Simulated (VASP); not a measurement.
Wanted: the native input for a VASP 6.6.1 run.

```
Task                   : single point
Functional             : PBE
Dispersion             : D3(BJ)
Potentials or basis    : VASP PAW PBE potentials, release 64 (Zn, Pb_d, N)
Cutoff                 : 520 eV
k mesh                 : 9 × 9 × 4
Occupations            : gaussian, width 0.05 eV
Spin                   : no spin polarisation
Dipole correction      : no
Further INCAR settings : ALGO = Normal; EDIFF = 1e-07; NBANDS = 33
```

The structure of ZnPb2N2 lies in POSCAR:

```
ZnPb2N2
1.0
    3.5587690171      0.0000000000      0.0000000000
   -1.7793845086      3.0819843750      0.0000000000
    0.0000000000      0.0000000000      9.8751030283
Zn Pb N
1 2 2
Direct
    0.0000000000      0.0000000000      0.5000000000
    0.6666666667      0.3333333333      0.1869330000
    0.3333333333      0.6666666667      0.8130670000
    0.0000000000      0.0000000000      0.6983190000
    0.0000000000      0.0000000000      0.3016810000
```

This cell differs from its parent crystal: ratio of the length along z to the lengths across it x 1.1, volume and fractional coordinates fixed.

These files were run (other wordings do the same):

INCAR

```
ALGO = Normal ; EDIFF = 1E-7
ENCUT = 520 ; GGA = PE
ISIF = 2 ; ISMEAR = 0
IVDW = 12 ; LASPH = True
LCHARG = False ; LREAL = False
LWAVE = False ; NBANDS = 33
NELM = 80 ; PREC = Accurate
SIGMA = 0.05
```

KPOINTS

```
k-points
0
Gamma
  9 9 4
```

Potentials or basis: VASP PAW PBE potentials, release 64 (Zn, Pb_d, N).

The run is started by

```console
$ cat potpaw_PBE.64/Zn/POTCAR potpaw_PBE.64/Pb_d/POTCAR potpaw_PBE.64/N/POTCAR > POTCAR
$ mpirun -np 1 vasp_std > vasp.out
```

It gave:

| Property | Result |
| --- | --- |
| Pressure | -3.8 GPa |
| Largest force | 1.250 eV/Å |
| Band gap on the k mesh | 0.92 eV (least direct gap 1.31 eV) |
| Dispersion energy per atom | -0.246 eV |

Caveat: the cell stands under tension; spin-orbit coupling is left out, which moves the levels of the heavy elements; an odd mesh through Γ misses points on the zone boundary, where band edges can lie; forces of over 1 eV/Å act on the atoms, so gaps and moduli don't describe the material at rest.

It took 3.2 min on 1 thread of Intel(R) Xeon(R) Platinum 8259CL CPU @ 2.50GHz (Skylake/Cascade Lake) (shared host), peak memory 0.34 GiB.
